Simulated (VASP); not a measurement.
**TiSn2GeSe6: single point with PBE**

TiSn2GeSe6:

```
Ti Sn Ge Se
1.0
     0.00000    5.03225    5.03225
     5.03225    0.00000    5.03225
     5.03225    5.03225    0.00000
Ti Sn Ge Se
1 2 1 6
Direct
  0.00000 0.00000 0.00000
  0.25000 0.25000 0.25000
  0.75000 0.75000 0.75000
  0.50000 0.50000 0.50000
  0.75259 0.24741 0.24741
  0.24741 0.75259 0.75259
  0.24741 0.75259 0.24741
  0.75259 0.24741 0.75259
  0.24741 0.24741 0.75259
  0.75259 0.75259 0.24741
```

- Program: VASP 6.6.1
- Task: single point
- Functional: PBE
- Potentials or basis: VASP PAW PBE potentials, release 64 (Ti_sv, Sn_d, Ge_d, Se)
- Cutoff: 520 eV
- k mesh: 8 × 8 × 8
- Occupations: gaussian, width 0.1 eV
- Spin: no spin polarisation

```yaml
Pressure: 0.1 GPa
Largest_force: 0.009 eV/Å
Band_gap_on_the_k_mesh: zero (band 45 reaches 4.83 eV, above the bottom of band 46 at 3.97 eV)
```

Forces on the atoms (eV/Å):
```
Ti   0.000  0.000  0.000
Sn   0.000  0.000  0.000
Sn   0.000  0.000  0.000
Ge   0.000  0.000  0.000
Se   0.009  0.000  0.000
Se  -0.009  0.000  0.000
Se   0.000  0.009  0.000
Se   0.000 -0.009  0.000
Se   0.000  0.000  0.009
Se   0.000  0.000 -0.009
```

Levels at points of the mesh, in eV from the Fermi level:
```tsv
k point	band 43	band 44	band 45	band 46	band 47	band 48
(0.00, 0.00, 0.00)	-0.98	0.42	0.42	0.42	0.53	0.53
(0.50, 0.00, 0.00)	-0.39	-0.39	-0.35	0.19	0.40	0.93
(0.50, 0.50, 0.00)	-1.06	-0.76	-0.76	0.39	0.62	0.68
```

It took 13 min on 1 thread of Intel(R) Xeon(R) Platinum 8488C (Sapphire Rapids), on a shared host, peak memory 0.67 GiB.

Caveat: spin-orbit coupling is left out, which moves the levels of the heavy elements.
